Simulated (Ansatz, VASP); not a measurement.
## Hf2B: VASP beside Ansatz

```
CELL_PARAMETERS angstrom
0.00000 2.81560 2.81560
2.81560 0.00000 2.81560
2.81560 2.81560 0.00000
ATOMIC_POSITIONS crystal
Hf 0.25000 0.25000 0.25000
Hf 0.75000 0.75000 0.75000
B 0.00000 0.00000 0.00000
```

Alike in both runs: task single point; functional PBE; k mesh 6 × 6 × 6; occupations gaussian, width 0.1 eV; no spin polarisation.

```csv
,VASP,Ansatz
version,VASP 6.6.1,Ansatz 0.2.0
potentials or method,"VASP PAW PBE potentials, release 64 (Hf_pv, B), cutoff 520 eV","scalar-relativistic, plane waves, PAW"
valence electrons in the cell,23,55
```

```csv
,VASP,Ansatz,Ansatz less VASP
gap on the k mesh at the Fermi level (eV),none,none,-
pressure (GPa),20.6,21.2,+0.59
```

A gap of «none» marks a metal or a gap that the smearing closes. With one functional, cell and mesh, what is left measures potentials, basis and numerics. VASP's potentials hold 23 valence electrons a cell and Ansatz's 55, so a difference there can come from the potentials and not from the codes.

Neither program's run includes spin-orbit coupling.
